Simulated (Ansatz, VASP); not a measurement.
## One calculation of Mo, two programs

```
CELL_PARAMETERS angstrom
-1.44532 1.44532 1.44532
1.44532 -1.44532 1.44532
1.44532 1.44532 -1.44532
ATOMIC_POSITIONS crystal
Mo 0.00000 0.00000 0.00000
```

Change from the starting cell: strain -0.080 along x and y, -0.080 along z, atoms carried along.

Alike in both runs: task single point; functional PBEsol; k mesh 22 × 22 × 22; occupations gaussian, width 0.15 eV; no spin polarisation.

```csv
,VASP,Ansatz
version,VASP 6.6.1,Ansatz 0.2.0
potentials or method,"VASP PAW PBE potentials, release 64 (Mo_sv), cutoff 520 eV","scalar-relativistic, plane waves, PAW"
valence electrons in the cell,14,14
```

|  | VASP | Ansatz | Ansatz less VASP |
| --- | --- | --- | --- |
| gap on the k mesh at the Fermi level (eV) | none | none | - |
| pressure (GPa) | 109.8 | 108.0 | -1.81 |

VASP's potentials were made for PBE, not for PBEsol. A gap of «none» marks a metal or a gap that the smearing closes. Both programs put the cell under a high pressure, so it lies far from rest at this level.

Noted on VASP's run: the cell as given lies far from equilibrium.
